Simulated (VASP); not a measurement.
# Zr (P6_3/mmc) in VASP: further runs

Zr is run at these levels: PBE; tasks: single point, relaxation of cell and atoms.

All numbers are computed with VASP 6.6.1; they aren't measurements. Logs are shortened: lines on timing, memory, paths and dates and some standing lists are left out, and cuts for length are marked.

## 1. The cell of the first run

It takes space group P6_3/mmc (No. 194, hexagonal). The conventional cell has a = 3.233 Å, b = 3.233 Å, c = 5.169 Å, α = 90.00°, β = 90.00°, γ = 120.00°. Zr (site symmetry -6m2) has 12 Zr at 3.19 to 3.23 Å within 4.2 Å.

## 2. Single point, PBE

Input file INCAR:

```
PREC = Accurate
ENCUT = 520
EDIFF = 1E-6
ISMEAR = 0
SIGMA = 0.1
LREAL = False
LASPH = True
NELM = 60
ALGO = Fast
ISIF = 2
LWAVE = False
LCHARG = True
GGA = PE
LELF = True
LVHAR = True
NBANDS = 19
```

Input file KPOINTS:

```
Automatic mesh
0
Gamma
  15 15 8
```

Input file POSCAR:

```
Zr
1.0
    3.2327898571      0.0000000000      0.0000000000
   -1.6163949285      2.7996781414      0.0000000000
    0.0000000000      0.0000000000      5.1691197034
Zr
2
Direct
    0.3333333333      0.6666666667      0.2500000000
    0.6666666667      0.3333333333      0.7500000000
```

Potentials or basis: VASP PAW PBE potentials, release 64 (Zr_sv).

Launch:

```bash
$ cat potpaw_PBE.64/Zr_sv/POTCAR > POTCAR
$ mpirun -np 1 vasp_std > vasp.out
```

OUTCAR:

```text
PREC = Accurate
   ENCUT = 520
   EDIFF = 1E-6
   ISMEAR = 0
   LREAL = False
   LASPH = True
   NELM = 60
   ISIF = 2
   GGA = PE

 ion  position               nearest neighbor table
   1  0.333  0.667  0.250-   2 3.19   2 3.19   2 3.19   2 3.19   2 3.19   2 3.19
   2  0.667  0.333  0.750-   1 3.19   1 3.19   1 3.19   1 3.19   1 3.19   1 3.19

  LATTYP: Found a hexagonal cell.
 ALAT       =     3.2327898571
 C/A-ratio  =     1.5989655783

  Lattice vectors:

 A1 = (   3.2327898571,   0.0000000000,   0.0000000000)
 A2 = (  -1.6163949285,   2.7996781414,   0.0000000000)
 A3 = (   0.0000000000,   0.0000000000,   5.1691197034)

Analysis of symmetry for initial positions (statically):
=====================================================================
 Subroutine PRICEL returns:
 Original cell was already a primitive cell.

 Routine SETGRP: Setting up the symmetry group for a
 hexagonal supercell.

 Subroutine GETGRP returns: Found 24 space group operations
 (whereof 12 operations were pure point group operations)
 out of a pool of 24 trial point group operations.

The static configuration has the point symmetry D_3d.
 The point group associated with its full space group is D_6h.

Analysis of symmetry for dynamics (positions and initial velocities):
=====================================================================
 Subroutine PRICEL returns:
 Original cell was already a primitive cell.

 Routine SETGRP: Setting up the symmetry group for a
 hexagonal supercell.

 Subroutine GETGRP returns: Found 24 space group operations
 (whereof 12 operations were pure point group operations)
 out of a pool of 24 trial point group operations.

The dynamic configuration has the point symmetry D_3d.
 The point group associated with its full space group is D_6h.

 Subroutine INISYM returns: Found 24 space group operations
 (whereof 12 operations are pure point group operations),
 and found     1 'primitive' translations

----------------------------------------------------------------------------------------

                                     Primitive cell

  volume of cell :      46.7845

  direct lattice vectors                    reciprocal lattice vectors
     3.232789857  0.000000000  0.000000000     0.309330344  0.178591958  0.000000000
    -1.616394929  2.799678141  0.000000000     0.000000000  0.357183915  0.000000000
     0.000000000  0.000000000  5.169119703     0.000000000  0.000000000  0.193456538

  length of vectors
     3.232789857  3.232789857  5.169119703     0.357183915  0.357183915  0.193456538

  position of ions in fractional coordinates (direct lattice)
     0.333333333  0.666666667  0.250000000
     0.666666667  0.333333333  0.750000000

  ion indices of the primitive-cell ions
   primitive index   ion index
                 1           1
                 2           2

----------------------------------------------------------------------------------------

 KPOINTS: Automatic mesh

Automatic generation of k-mesh.
 Grid dimensions read from file:
 generate k-points for:   15   15    8

 Generating k-lattice:

  Cartesian coordinates                     Fractional coordinates (reciprocal lattice)
     0.020622023  0.011906131  0.000000000     0.066666667 -0.000000000  0.000000000
     0.000000000  0.023812261  0.000000000     0.000000000  0.066666667  0.000000000
     0.000000000  0.000000000  0.024182067     0.000000000  0.000000000  0.125000000

  Length of vectors
     0.023812261  0.023812261  0.024182067

  Shift w.r.t. Gamma in fractional coordinates (k-lattice)
     0.000000000  0.000000000  0.000000000

 Subroutine IBZKPT returns following result:
 ===========================================

 Found    135 irreducible k-points:

 Following reciprocal coordinates:
            Coordinates               Weight
  0.000000  0.000000  0.000000      1.000000
  0.066667 -0.000000  0.000000      6.000000
  0.133333  0.000000  0.000000      6.000000
  0.200000  0.000000  0.000000      6.000000
  0.266667  0.000000  0.000000      6.000000
  0.333333  0.000000  0.000000      6.000000
[... 16 lines left out ...]
  0.333333  0.200000  0.000000     12.000000
  0.400000  0.200000  0.000000      6.000000
 [... further k-points ...]
   k-points           NKPTS =    135   k-points in BZ     NKDIM =    135   number of bands    NBANDS=     19
   number of dos      NEDOS =    301   number of ions     NIONS =      2
   total plane-waves  NPLWV =  23040
   dimension x,y,z NGX =    24 NGY =   24 NGZ =   40
   dimension x,y,z NGXF=    48 NGYF=   48 NGZF=   80
   ions per type =               2
   NGX,Y,Z   is equivalent  to a cutoff of  12.34, 12.34, 12.86 a.u.
   NGXF,Y,Z  is equivalent  to a cutoff of  24.68, 24.68, 25.73 a.u.
 SYSTEM =  unknown system
   PREC   = accura    normal or accurate (medium, high low for compatibility)
   ISTART =      0    job   : 0-new  1-cont  2-samecut
   ICHARG =      2    charge: 1-file 2-atom 10-const
   ISPIN  =      1    spin polarized calculation?
   LNONCOLLINEAR =      F non collinear calculations
   LSORBIT =      F    spin-orbit coupling
   LASPH  =      T    aspherical Exc in radial PAW
   ENCUT  =  520.0 eV  38.22 Ry    6.18 a.u.   6.01  6.01  9.61*2*pi/ulx,y,z
   NELM   =     60;   NELMIN=  2; NELMDL= -5     # of ELM steps
   EDIFF  = 0.1E-05   stopping-criterion for ELM
   LREAL  =      F    real-space projection
   EDIFFG = 0.1E-04   stopping-criterion for IOM
   NSW    =      0    number of steps for IOM
   IBRION =     -1    ionic relax: 0-MD 1-quasi-New 2-CG
   NFREE  =      0    steps in history (QN), initial steepest desc. (CG)
   ISIF   =      2    stress and relaxation
   ISYM   =      2    0-nonsym 1-usesym 2-fastsym
   POTIM  = 0.5000    time-step for ionic-motion
   TEBEG  =    0.0;   TEEND  =   0.0 temperature during run
   PSTRESS=    0.0 pullay stress
   NELECT =      24.0000    total number of electrons
   NUPDOWN=      -1.0000    fix difference up-down
   EMIN   =  10.00;   EMAX   =-10.00  energy-range for DOS
   EFERMI =   0.00;   METHOD = LEGACY
   ISMEAR =     0;   SIGMA  =   0.10  broadening in eV -4-tet -1-fermi 0-gaus
   EFERMI_NEDOS =   21; number of points for ismear=-14 and -15
   IALGO  =     68    algorithm
   IMIX   =      4    mixing-type and parameters
     AMIX     =   0.40;   BMIX     =  1.00
     AMIX_MAG =   1.60;   BMIX_MAG =  1.00
  volume/ion in A,a.u.               =      23.39       157.86
  Fermi-wavevector in a.u.,A,eV,Ry     =   1.310523  2.476529 23.367592  1.717470
  Thomas-Fermi vector in A             =   2.441047
   LORBIT       =      0    0 simple, 1 ext, 2 COOP (PROOUT), +10 PAW based schemes
   GGA     = PE    functional components
   LHFCALC =     F    Hartree Fock is set to
   AEXX    =    0.0000 exact exchange contribution
   IVDW    =     0    specifies the selected vdW correction
   LEPSILON=     F    determine dielectric tensor
   LRPA    =     F    only Hartree local field effects (RPA)
 non-spin polarized calculation
 RMM-DIIS sequential band-by-band and
 Gauss-broadening in eV      SIGMA  =   0.10
  energy-cutoff  :      520.00
  volume of cell :       46.78
 maximum number of plane-waves:      1284
   NGX = 13   NGY = 13   NGZ = 19

 number of electron      24.0000001 magnetization

 Free energy of the ion-electron system (eV)
  ---------------------------------------------------
  ext. energy  EPLUGINS =         0.00000000
  ---------------------------------------------------
  free energy    TOTEN  =       -17.04599236 eV

  energy without entropy =      -17.03608341  energy(sigma->0) =      -17.04103788

 E-fermi :   8.9616     XC(G=0): -11.0604

 val. band max:        8.9606714292   @ k =   0.1333   0.0000   0.1250
 cond. band min:       8.9628473859   @ k =   0.2667   0.2000   0.5000
 fundamental gap:      0.0021759567
 Fermi energy:         8.9616396053

 k-point     1 :       0.0000    0.0000    0.0000
  band No.  band energies     occupation
      1     -39.9049      2.00000
      2     -39.7557      2.00000
      3     -18.4171      2.00000
      4     -17.5579      2.00000
      5     -17.5579      2.00000
      6     -17.4338      2.00000
[... 11 lines left out ...]
     18      11.0961      0.00000
     19      13.3550      0.00000

 k-point     2 :       0.0667   -0.0000    0.0000
  band No.  band energies     occupation
      1     -39.8999      2.00000
      2     -39.7536      2.00000
      3     -18.4037      2.00000
      4     -17.5880      2.00000
      5     -17.5677      2.00000
      6     -17.4526      2.00000
[... 11 lines left out ...]
     18      10.9858      0.00000
     19      13.4361      0.00000

 k-point     3 :       0.1333    0.0000    0.0000
  band No.  band energies     occupation
      1     -39.8855      2.00000
      2     -39.7477      2.00000
      3     -18.3646      2.00000
      4     -17.6729      2.00000
      5     -17.5949      2.00000
      6     -17.5394      2.00000
[... 11 lines left out ...]
     18      10.9172      0.00000
     19      13.6224      0.00000

 k-point     4 :       0.2000    0.0000    0.0000
  band No.  band energies     occupation
      1     -39.8638      2.00000
      2     -39.7395      2.00000
      3     -18.3034      2.00000
      4     -17.7979      2.00000
      5     -17.6633      2.00000
      6     -17.6334      2.00000
[... 407 lines left out ...]
     18      13.7778      0.00000
     19      14.4214      0.00000

 k-point    23 :       0.3333    0.2000    0.0000
  band No.  band energies     occupation
      1     -39.7634      2.00000
      2     -39.7232      2.00000
      3     -18.1545      2.00000
      4     -18.0193      2.00000
      5     -17.9616      2.00000
      6     -17.8600      2.00000
[... 11 lines left out ...]
     18      13.7565      0.00000
     19      15.1215      0.00000

 k-point    24 :       0.4000    0.2000    0.0000
  band No.  band energies     occupation
      1     -39.7555      2.00000
      2     -39.7253      2.00000
      3     -18.1757      2.00000
      4     -18.0140      2.00000
      5     -17.9255      2.00000
      6     -17.8904      2.00000
[... 11 lines left out ...]
     18      13.7484      0.00000
     19      15.3363      0.00000

 [... further k-points ...]

------------------------ aborting loop because EDIFF is reached ----------------------------------------

  FORCE on cell =-STRESS in cart. coord.  units (eV):
  Direction    XX          YY          ZZ          XY          YZ          ZX
  --------------------------------------------------------------------------------------
  -------------------------------------------------------------------------------------
  Total       -0.0113922     -0.0113922      0.0049883     -0.0000000      0.0000000     -0.0000000
  in kB       -0.3901373     -0.3901373      0.1708283     -0.0000000      0.0000000     -0.0000000
  external PRESSURE =      -0.2031488 kB  Pullay stress =       0.0000000 kB

 VOLUME and BASIS-vectors are now :
 -----------------------------------------------------------------------------
  energy-cutoff  :      520.00
  volume of cell :       46.78
      direct lattice vectors                 reciprocal lattice vectors
     3.232789857  0.000000000  0.000000000     0.309330344  0.178591958  0.000000000
    -1.616394929  2.799678141  0.000000000     0.000000000  0.357183915  0.000000000
     0.000000000  0.000000000  5.169119703     0.000000000  0.000000000  0.193456538

 POSITION                                       TOTAL-FORCE (eV/Angst)
 -----------------------------------------------------------------------------------
     -0.00000      1.86645      1.29228         0.000000     -0.000000      0.000000
      1.61639      0.93323      3.87684        -0.000000      0.000000      0.000000
 -----------------------------------------------------------------------------------
    total drift:                               -0.000000      0.000000     -0.000000

  FREE ENERGIE OF THE ION-ELECTRON SYSTEM (eV)
  ---------------------------------------------------
  free  energy   TOTEN  =       -17.0459923566 eV

  energy  without entropy=      -17.0360834128  energy(sigma->0) =      -17.04103788
```

It took 2.2 min on 1 thread of AMD EPYC 7R13 (Zen 3), shared host; peak memory 0.19 GiB.

What came out:

```
Free energy            : -17.0460 eV
Pressure               : 0.0 GPa
Band gap on the k mesh : zero (band 12 reaches 9.81 eV, above the bottom of band 13 at 8.64 eV)
```

[end of part 1 of 2]
